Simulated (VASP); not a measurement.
A run of VASP 6.6.1 is set up as follows.

The input INCAR:

```
SYSTEM = Mn
PREC     = Accurate       ! precision mode
ENCUT    = 500            ! plane-wave cutoff, eV
EDIFF    = 1E-6           ! SCF threshold, eV
ISMEAR   = 0              ! smearing method
SIGMA    = 0.1            ! smearing width, eV
LREAL    = .False.        ! projectors in reciprocal space
LASPH    = .True.         ! aspherical terms in the spheres
NELM     = 200            ! most SCF steps
ALGO     = Normal         ! electronic algorithm
ISIF     = 2              ! what is computed and relaxed
LWAVE    = .False.        ! write WAVECAR
LCHARG   = .True.         ! write CHGCAR
ISPIN    = 2              ! spin polarisation
MAGMOM   = 0.76           ! initial moments
LORBIT   = 11             ! projections on sites
LMAXMIX  = 4              ! l up to which the mixer works
GGA      = PE             ! functional
IVDW     = 13             ! dispersion correction
LELF     = .True.         ! ELF
LVHAR    = .True.       
NBANDS   = 16             ! bands
GGA_COMPAT= .False.
```

Contents of KPOINTS:

```
Automatic mesh
0
Gamma
  8 8 8
  0 0 0
```

Contents of POSCAR:

```
Mn
1.0
   -1.3932737400      1.3932737400      1.3932737400
    1.3932737400     -1.3932737400      1.3932737400
    1.3932737400      1.3932737400     -1.3932737400
Mn
1
Direct
    0.0000000000      0.0000000000      0.0000000000
```

Potentials or basis: VASP PAW PBE potentials, release 64 (Mn_pv).

Command:

```bash
$ cat potpaw_PBE.64/Mn_pv/POTCAR > POTCAR
$ mpirun -np 1 vasp_std > vasp.out
```

Problem. What does it give for the dispersion energy per atom?

Solution. -0.395 eV.

Problem. Estimate the net moment.

Solution. 0.70 μB per cell.

Caveat: the k points lie up to 0.40 Å⁻¹ apart.
